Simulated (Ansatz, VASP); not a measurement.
**One calculation of Sr, two programs**

INCAR

```
PREC     = Accurate       # precision mode
ENCUT    = 520            # plane-wave cutoff, eV
EDIFF    = 1E-8           # SCF threshold, eV
ISMEAR   = -1             # smearing method
SIGMA    = 0.08           # smearing width, eV
LREAL    = False          # projectors in reciprocal space
LASPH    = True           # aspherical terms in the spheres
NELM     = 80             # most SCF steps
ALGO     = Normal         # electronic algorithm
ISIF     = 2              # what is computed and relaxed
LWAVE    = False          # write WAVECAR
LCHARG   = False          # write CHGCAR
GGA      = PE             # functional
LEFG     = True         
NBANDS   = 17             # bands
```

File KPOINTS:

```
Automatic mesh
0
Gamma
  11 11 11
```

POSCAR

```
Sr
1.0
    0.0000000000      4.7768458055      4.7768458055
    4.7768458055      0.0000000000      4.7768458055
    4.7768458055      4.7768458055      0.0000000000
Sr
2
Direct
    0.0000000000      0.0000000000      0.0000000000
    0.2500000000      0.2500000000      0.2500000000
```

Input for Ansatz:

```yaml
crystal:
  lattice:
    - [0.0, 4.7768458055, 4.7768458055]
    - [4.7768458055, 0.0, 4.7768458055]
    - [4.7768458055, 4.7768458055, 0.0]
  atoms:
    - { symbol: Sr, position: [0.0, 0.0, 0.0] }
    - { symbol: Sr, position: [0.25, 0.25, 0.25] }
kpoints:
  mp_grid: { grid: [11, 11, 11] }
scf:
  occupations: { method: fermi_dirac, width: 0.08 }
hamiltonian:
  xc: pbe
  pseudopotentials: { kind: paw }
output:
  forces: true
  stress: true
  eigenvalues: true
  efg: { contact_densities: true }
```

Change from the starting cell: volume scaled by 0.98, PAW files.

Alike in both runs: task electric field gradients; functional PBE; k mesh 11 × 11 × 11; occupations fermi-dirac, width 0.08 eV; no spin polarisation.

|  | VASP | Ansatz |
| --- | --- | --- |
| version | VASP 6.6.1 | Ansatz 0.2.0 |
| potentials or method | VASP PAW PBE potentials, release 64 (Sr_sv) | PAW with Ansatz's default frozen-core files, scalar-relativistic |
| plane-wave cutoff (eV) | 520 | 420 |
| valence electrons in the cell | 20 | 20 |

|  | VASP | Ansatz | Ansatz less VASP |
| --- | --- | --- | --- |
| pressure (GPa) | 0.1 | 0.1 | 0.00 |

The functional is the same, so the differences come from potentials, cutoffs and numerics.
